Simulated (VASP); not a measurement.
# SiC (F-43m) in VASP: a series of runs

The runs below take SiC through single point, with PBEsol, r2SCAN.

All numbers are computed with VASP 6.6.1; they aren't measurements. Logs are shortened: lines on timing, memory, paths and dates and some standing lists are left out, and cuts for length are marked.

### 1 The cell of the first run

Symmetry: F-43m, No. 216, cubic system. The conventional cell has a = 4.357 Å, b = 4.357 Å, c = 4.357 Å, α = 90.00°, β = 90.00°, γ = 90.00°. Within 2.5 Å of Si (site symmetry -43m) lie 4 C at 1.89 Å. C (site symmetry -43m) has 4 Si at 1.89 Å within 2.5 Å.

### 2 Single point, PBEsol

The input, INCAR:

```
SYSTEM = SiC
PREC     = Accurate       ! precision mode
ENCUT    = 520            ! plane-wave cutoff, eV
EDIFF    = 1E-6           ! SCF threshold, eV
ISMEAR   = -1             ! smearing method
SIGMA    = 0.05           ! smearing width, eV
LREAL    = Auto         
LASPH    = .True.         ! aspherical terms in the spheres
NELM     = 60             ! most SCF steps
ALGO     = Normal         ! electronic algorithm
ISIF     = 2              ! what is computed and relaxed
LWAVE    = .False.        ! write WAVECAR
LCHARG   = .False.        ! write CHGCAR
GGA      = PS             ! functional
NBANDS   = 166            ! bands
```

The input, KPOINTS:

```
regular mesh
0
Gamma
  1 1 1
  0 0 0
```

The input, POSCAR:

```
SiC
1.0
    8.7137060000      0.0000000000      0.0000000000
    0.0000000000      8.7137060000      0.0000000000
    0.0000000000      0.0000000000      8.7137060000
Si C
32 32
Direct
    0.0000000000      0.0000000000      0.0000000000
    0.0000000000      0.0000000000      0.5000000000
    0.0000000000      0.5000000000      0.0000000000
    0.0000000000      0.5000000000      0.5000000000
    0.5000000000      0.0000000000      0.0000000000
    0.5000000000      0.0000000000      0.5000000000
    0.5000000000      0.5000000000      0.0000000000
    0.5000000000      0.5000000000      0.5000000000
    0.2500000000      0.2500000000      0.0000000000
    0.2500000000      0.2500000000      0.5000000000
    0.2500000000      0.7500000000      0.0000000000
    0.2500000000      0.7500000000      0.5000000000
    0.7500000000      0.2500000000      0.0000000000
    0.7500000000      0.2500000000      0.5000000000
    0.7500000000      0.7500000000      0.0000000000
    0.7500000000      0.7500000000      0.5000000000
    0.2500000000      0.0000000000      0.2500000000
    0.2500000000      0.0000000000      0.7500000000
    0.2500000000      0.5000000000      0.2500000000
    0.2500000000      0.5000000000      0.7500000000
    0.7500000000      0.0000000000      0.2500000000
    0.7500000000      0.0000000000      0.7500000000
    0.7500000000      0.5000000000      0.2500000000
    0.7500000000      0.5000000000      0.7500000000
    0.0000000000      0.2500000000      0.2500000000
    0.0000000000      0.2500000000      0.7500000000
    0.0000000000      0.7500000000      0.2500000000
    0.0000000000      0.7500000000      0.7500000000
    0.5000000000      0.2500000000      0.2500000000
    0.5000000000      0.2500000000      0.7500000000
    0.5000000000      0.7500000000      0.2500000000
    0.5000000000      0.7500000000      0.7500000000
    0.1250000000      0.1250000000      0.1250000000
    0.1250000000      0.1250000000      0.6250000000
    0.1250000000      0.6250000000      0.1250000000
    0.1250000000      0.6250000000      0.6250000000
    0.6250000000      0.1250000000      0.1250000000
    0.6250000000      0.1250000000      0.6250000000
    0.6250000000      0.6250000000      0.1250000000
    0.6250000000      0.6250000000      0.6250000000
    0.3750000000      0.3750000000      0.1250000000
    0.3750000000      0.3750000000      0.6250000000
    0.3750000000      0.8750000000      0.1250000000
    0.3750000000      0.8750000000      0.6250000000
    0.8750000000      0.3750000000      0.1250000000
    0.8750000000      0.3750000000      0.6250000000
    0.8750000000      0.8750000000      0.1250000000
    0.8750000000      0.8750000000      0.6250000000
    0.3750000000      0.1250000000      0.3750000000
    0.3750000000      0.1250000000      0.8750000000
    0.3750000000      0.6250000000      0.3750000000
    0.3750000000      0.6250000000      0.8750000000
    0.8750000000      0.1250000000      0.3750000000
    0.8750000000      0.1250000000      0.8750000000
    0.8750000000      0.6250000000      0.3750000000
    0.8750000000      0.6250000000      0.8750000000
    0.1250000000      0.3750000000      0.3750000000
    0.1250000000      0.3750000000      0.8750000000
    0.1250000000      0.8750000000      0.3750000000
    0.1250000000      0.8750000000      0.8750000000
    0.6250000000      0.3750000000      0.3750000000
    0.6250000000      0.3750000000      0.8750000000
    0.6250000000      0.8750000000      0.3750000000
    0.6250000000      0.8750000000      0.8750000000
```

Potentials or basis: VASP PAW PBE potentials, release 64 (Si, C).

The run is started by

```
cat potpaw_PBE.64/Si/POTCAR potpaw_PBE.64/C/POTCAR > POTCAR
mpirun -np 1 vasp_gam > vasp.out
```

OUTCAR:

```text
SYSTEM = SiC
   PREC = Accurate
   ENCUT = 520
   EDIFF = 1E-6
   ISMEAR = -1
   LREAL = Auto
   LASPH = .True.
   NELM = 60
   ISIF = 2
   GGA = PS

 ion  position               nearest neighbor table
   1  0.000  0.000  0.000-  33 1.89  47 1.89  54 1.89  60 1.89  17 3.08  18 3.08  21 3.08  22 3.08
                            25 3.08  26 3.08  27 3.08  28 3.08   9 3.08  11 3.08  13 3.08  15 3.08
   2  0.000  0.000  0.500-  34 1.89  48 1.89  53 1.89  59 1.89  17 3.08  18 3.08  21 3.08  22 3.08
                            25 3.08  26 3.08  27 3.08  28 3.08  10 3.08  12 3.08  14 3.08  16 3.08
   3  0.000  0.500  0.000-  35 1.89  45 1.89  56 1.89  58 1.89  19 3.08  20 3.08  23 3.08  24 3.08
                            25 3.08  26 3.08  27 3.08  28 3.08   9 3.08  11 3.08  13 3.08  15 3.08
   4  0.000  0.500  0.500-  36 1.89  46 1.89  55 1.89  57 1.89  19 3.08  20 3.08  23 3.08  24 3.08
                            25 3.08  26 3.08  27 3.08  28 3.08  10 3.08  12 3.08  14 3.08  16 3.08
   5  0.500  0.000  0.000-  37 1.89  43 1.89  50 1.89  64 1.89  17 3.08  18 3.08  21 3.08  22 3.08
                            29 3.08  30 3.08  31 3.08  32 3.08   9 3.08  11 3.08  13 3.08  15 3.08
   6  0.500  0.000  0.500-  38 1.89  44 1.89  49 1.89  63 1.89  17 3.08  18 3.08  21 3.08  22 3.08
                            29 3.08  30 3.08  31 3.08  32 3.08  10 3.08  12 3.08  14 3.08  16 3.08
   7  0.500  0.500  0.000-  39 1.89  41 1.89  52 1.89  62 1.89  19 3.08  20 3.08  23 3.08  24 3.08
                            29 3.08  30 3.08  31 3.08  32 3.08   9 3.08  11 3.08  13 3.08  15 3.08
   8  0.500  0.500  0.500-  40 1.89  42 1.89  51 1.89  61 1.89  19 3.08  20 3.08  23 3.08  24 3.08
                            29 3.08  30 3.08  31 3.08  32 3.08  10 3.08  12 3.08  14 3.08  16 3.08
   9  0.250  0.250  0.000-  33 1.89  41 1.89  50 1.89  58 1.89  17 3.08  18 3.08  19 3.08  20 3.08
[... 77 lines left out ...]
  63  0.625  0.875  0.375-   6 1.89  16 1.89  21 1.89  31 1.89
  64  0.625  0.875  0.875-   5 1.89  15 1.89  22 1.89  32 1.89

  LATTYP: Found a simple cubic cell.
 ALAT       =     8.7137060000

  Lattice vectors:

 A1 = (   8.7137060000,   0.0000000000,   0.0000000000)
 A2 = (   0.0000000000,   8.7137060000,   0.0000000000)
 A3 = (   0.0000000000,   0.0000000000,   8.7137060000)

Analysis of symmetry for initial positions (statically):
=====================================================================
 Subroutine PRICEL returns following result:

  LATTYP: Found a face centered cubic cell.
 ALAT       =     4.3568530000

  Lattice vectors:

 A1 = (   2.1784265000,  -2.1784265000,   0.0000000000)
 A2 = (   2.1784265000,   0.0000000000,   2.1784265000)
 A3 = (   0.0000000000,  -2.1784265000,   2.1784265000)

  32 primitive cells build up your supercell.

 Routine SETGRP: Setting up the symmetry group for a
 simple cubic supercell.

 Subroutine GETGRP returns: Found 24 space group operations
 (whereof 24 operations were pure point group operations)
 out of a pool of 48 trial point group operations.

The static configuration has the point symmetry T_d .

Analysis of symmetry for dynamics (positions and initial velocities):
=====================================================================
 Subroutine PRICEL returns following result:

  LATTYP: Found a face centered cubic cell.
 ALAT       =     4.3568530000

  Lattice vectors:

 A1 = (   2.1784265000,  -2.1784265000,   0.0000000000)
 A2 = (   2.1784265000,   0.0000000000,   2.1784265000)
 A3 = (   0.0000000000,  -2.1784265000,   2.1784265000)

  32 primitive cells build up your supercell.

 Routine SETGRP: Setting up the symmetry group for a
 simple cubic supercell.

 Subroutine GETGRP returns: Found 24 space group operations
 (whereof 24 operations were pure point group operations)
 out of a pool of 48 trial point group operations.

[... 36 lines left out ...]

 Generating k-lattice:

  Cartesian coordinates                     Fractional coordinates (reciprocal lattice)
     0.114761733  0.000000000  0.000000000     1.000000000  0.000000000  0.000000000
     0.000000000  0.114761733  0.000000000     0.000000000  1.000000000  0.000000000
     0.000000000  0.000000000  0.114761733     0.000000000  0.000000000  1.000000000

  Length of vectors
     0.114761733  0.114761733  0.114761733

  Shift w.r.t. Gamma in fractional coordinates (k-lattice)
     0.000000000  0.000000000  0.000000000

 Subroutine IBZKPT returns following result:
 ===========================================

 Found      1 irreducible k-points:

 Following reciprocal coordinates:
            Coordinates               Weight
  0.000000  0.000000  0.000000      1.000000
   k-points           NKPTS =      1   k-points in BZ     NKDIM =      1   number of bands    NBANDS=    166
   number of dos      NEDOS =    301   number of ions     NIONS =     64
   total plane-waves  NPLWV = 343000
   dimension x,y,z NGX =    70 NGY =   70 NGZ =   70
   dimension x,y,z NGXF=   140 NGYF=  140 NGZF=  140
   ions per type =              32  32
   NGX,Y,Z   is equivalent  to a cutoff of  13.36, 13.36, 13.36 a.u.
   NGXF,Y,Z  is equivalent  to a cutoff of  26.71, 26.71, 26.71 a.u.
 SYSTEM =  SiC
   PREC   = accura    normal or accurate (medium, high low for compatibility)
   ISTART =      0    job   : 0-new  1-cont  2-samecut
   ICHARG =      2    charge: 1-file 2-atom 10-const
   ISPIN  =      1    spin polarized calculation?
   LNONCOLLINEAR =      F non collinear calculations
   LSORBIT =      F    spin-orbit coupling
   LASPH  =      T    aspherical Exc in radial PAW
   ENCUT  =  520.0 eV  38.22 Ry    6.18 a.u.  16.20 16.20 16.20*2*pi/ulx,y,z
   NELM   =     60;   NELMIN=  2; NELMDL= -5     # of ELM steps
   EDIFF  = 0.1E-05   stopping-criterion for ELM
   LREAL  =      T    real-space projection
   EDIFFG = 0.1E-04   stopping-criterion for IOM
   NSW    =      0    number of steps for IOM
   IBRION =     -1    ionic relax: 0-MD 1-quasi-New 2-CG
   NFREE  =      0    steps in history (QN), initial steepest desc. (CG)
   ISIF   =      2    stress and relaxation
   ISYM   =      2    0-nonsym 1-usesym 2-fastsym
   POTIM  = 0.5000    time-step for ionic-motion
   TEBEG  =    0.0;   TEEND  =   0.0 temperature during run
   PSTRESS=    0.0 pullay stress
   NELECT =     256.0000    total number of electrons
   NUPDOWN=      -1.0000    fix difference up-down
   EMIN   =  10.00;   EMAX   =-10.00  energy-range for DOS
   EFERMI =   0.00;   METHOD = LEGACY
   ISMEAR =    -1;   SIGMA  =   0.05  broadening in eV -4-tet -1-fermi 0-gaus
   EFERMI_NEDOS =   21; number of points for ismear=-14 and -15
   IALGO  =     38    algorithm
   IMIX   =      4    mixing-type and parameters
     AMIX     =   0.40;   BMIX     =  1.00
     AMIX_MAG =   1.60;   BMIX_MAG =  1.00
  volume/ion in A,a.u.               =      10.34        69.76
  Fermi-wavevector in a.u.,A,eV,Ry     =   1.192940  2.254330 19.362529  1.423106
  Thomas-Fermi vector in A             =   2.328966
   LORBIT       =      0    0 simple, 1 ext, 2 COOP (PROOUT), +10 PAW based schemes
   GGA     = PS    functional components
   LHFCALC =     F    Hartree Fock is set to
   AEXX    =    0.0000 exact exchange contribution
   IVDW    =     0    specifies the selected vdW correction
   LEPSILON=     F    determine dielectric tensor
   LRPA    =     F    only Hartree local field effects (RPA)
 non-spin polarized calculation
  energy-cutoff  :      520.00
  volume of cell :      661.62
 maximum number of plane-waves:      8923
 NGX is ok and might be reduce to    70
   NGX = 33   NGY = 33   NGZ = 33

 number of electron     255.9999957 magnetization

 Free energy of the ion-electron system (eV)
  ---------------------------------------------------
  ext. energy  EPLUGINS =         0.00000000
  ---------------------------------------------------
  free energy    TOTEN  =      -505.00360997 eV

  energy without entropy =     -505.00354814  energy(sigma->0) =     -505.00357906

 E-fermi :   8.7172     XC(G=0): -11.4958

 val. band max:        8.1310097116   @ k =   0.0000   0.0000   0.0000
 cond. band min:       9.3033799819   @ k =   0.0000   0.0000   0.0000
 fundamental gap:      1.1723702703
 Fermi energy:         8.7171948442

 k-point     1 :       0.0000    0.0000    0.0000
  band No.  band energies     occupation
      1      -7.3321      2.00000
      2      -5.7227      2.00000
      3      -5.7227      2.00000
      4      -5.7227      2.00000
      5      -5.7226      2.00000
      6      -5.7226      2.00000
[... 132 lines left out ...]
    139      12.2771      0.00000
    140      12.2771      0.00000
 [bands above 140 left out]

------------------------ aborting loop because EDIFF is reached ----------------------------------------

  FORCE on cell =-STRESS in cart. coord.  units (eV):
  Direction    XX          YY          ZZ          XY          YZ          ZX
  --------------------------------------------------------------------------------------
  -------------------------------------------------------------------------------------
  Total        2.5941214      2.5941214      2.5941214     -0.0000000      0.0000000      0.0000000
  in kB        6.2819166      6.2819166      6.2819166     -0.0000000      0.0000000      0.0000000
  external PRESSURE =       6.2819166 kB  Pullay stress =       0.0000000 kB

 VOLUME and BASIS-vectors are now :
 -----------------------------------------------------------------------------
  energy-cutoff  :      520.00
  volume of cell :      661.62
      direct lattice vectors                 reciprocal lattice vectors
     8.713706000  0.000000000  0.000000000     0.114761733  0.000000000  0.000000000
     0.000000000  8.713706000  0.000000000     0.000000000  0.114761733  0.000000000
     0.000000000  0.000000000  8.713706000     0.000000000  0.000000000  0.114761733

 POSITION                                       TOTAL-FORCE (eV/Angst)
 -----------------------------------------------------------------------------------
      0.00000      0.00000      0.00000        -0.000000      0.000000      0.000000
      0.00000      0.00000      4.35685        -0.000000      0.000000      0.000000
      0.00000      4.35685      0.00000        -0.000000      0.000000      0.000000
      0.00000      4.35685      4.35685        -0.000000      0.000000      0.000000
      4.35685      0.00000      0.00000        -0.000000      0.000000      0.000000
      4.35685      0.00000      4.35685        -0.000000      0.000000      0.000000
[... 56 lines left out ...]
      5.44607      7.62449      3.26764        -0.000000     -0.000000      0.000000
      5.44607      7.62449      7.62449        -0.000000     -0.000000     -0.000000
 -----------------------------------------------------------------------------------
    total drift:                               -0.000000     -0.000000     -0.000000

  FREE ENERGIE OF THE ION-ELECTRON SYSTEM (eV)
  ---------------------------------------------------
  free  energy   TOTEN  =      -505.0036099724 eV

  energy  without entropy=     -505.0035481392  energy(sigma->0) =     -505.00357906
```

It took 3.3 min on 1 thread of AMD EPYC 7R43 (Zen 3), shared host; peak memory 0.58 GiB.

Results:

| Quantity | Value |
| --- | --- |
| Free energy | -505.0036 eV |
| Pressure | 0.6 GPa |
| Band gap on the k mesh | 1.17 eV |

Caveat: the k points lie up to 0.72 Å⁻¹ apart; the PAW data sets were made with another functional, which shifts forces and pressure a little; an odd mesh through Γ misses points on the zone boundary, where band edges can lie.

(Continued in part 2 of 2.)
